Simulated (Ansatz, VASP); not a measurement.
One calculation of Pt, two programs

INCAR

```
ALGO = Normal
EDIFF = 1E-6
ENCUT = 500
GGA = PS
GGA_COMPAT = False
ISIF = 2
ISMEAR = 0
LASPH = True
LCHARG = False
LREAL = False
LWAVE = False
NBANDS = 11
NELM = 120
PREC = Accurate
SIGMA = 0.1
```

Contents of KPOINTS:

```
k-points
0
Gamma
  8 8 8
```

Contents of POSCAR:

```
Pt
1.0
    0.0000000000      1.9459784598      1.9459784598
    1.9459784598      0.0000000000      1.9459784598
    1.9459784598      1.9459784598      0.0000000000
Pt
1
Direct
    0.0000000000      0.0000000000      0.0000000000
```

Input for Ansatz:

```yaml
crystal:
  lattice:
    - [0.0, 1.9459784596, 1.9459784596]
    - [1.9459784596, 0.0, 1.9459784596]
    - [1.9459784596, 1.9459784596, 0.0]
  atoms:
    - { symbol: Pt, position: [0.0, 0.0, 0.0] }
basis:
  ecutwfc: 420
kpoints:
  mp_grid: { grid: [8, 8, 8] }
hamiltonian:
  xc: pbesol
scf:
  occupations: { method: gaussian, width: 0.1 }
output:
  forces: true
  stress: true
  eigenvalues: true
```

Alike in both runs: task single point; functional PBEsol; k mesh 8 × 8 × 8; occupations gaussian, width 0.1 eV; no spin polarisation.

|  | VASP | Ansatz |
| --- | --- | --- |
| version | VASP 6.6.1 | Ansatz 0.2.0 |
| potentials or method | VASP PAW PBE potentials, release 64 (Pt), cutoff 500 eV | scalar-relativistic, plane waves, PAW |
| valence electrons in the cell | 10 | 18 |

Ansatz gave:

```
gap on the k mesh at the Fermi level (eV) : none
pressure (GPa)                            : 5.5
```

Task: Estimate VASP's values.

Result: gap on the k mesh at the Fermi level (eV): none; pressure (GPa): 5.0.

VASP's potentials were made for PBE, not for PBEsol. A gap of «none» marks a metal or a gap that the smearing closes. VASP's potentials hold 10 valence electrons a cell and Ansatz's 18, so a difference there can come from the potentials and not from the codes.

Neither program's run includes spin-orbit coupling.
